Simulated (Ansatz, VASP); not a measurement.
One calculation of Zn, two programs

```xyz
1
Lattice="2.6973 0.0000 0.0000 0.0000 2.6973 0.0000 0.0000 0.0000 2.6973" Properties=species:S:1:pos:R:3 pbc="T T T"
Zn    0.0000    0.0000    0.0000
```

Alike in both runs: task single point; functional revPBE; k mesh 13 × 13 × 13; occupations fermi-dirac, width 0.1 eV; no spin polarisation.

```csv
,VASP,Ansatz
version,VASP 6.6.1,Ansatz 0.2.0
potentials or method,"VASP PAW PBE potentials, release 64 (Zn), cutoff 520 eV","plane waves (420 eV) with PAW, scalar-relativistic"
valence electrons in the cell,12,12
```

```csv
,VASP,Ansatz,Ansatz less VASP
pressure (GPa),-1.3,-1.4,-0.12
```

VASP's potentials were made for PBE, not for revPBE.
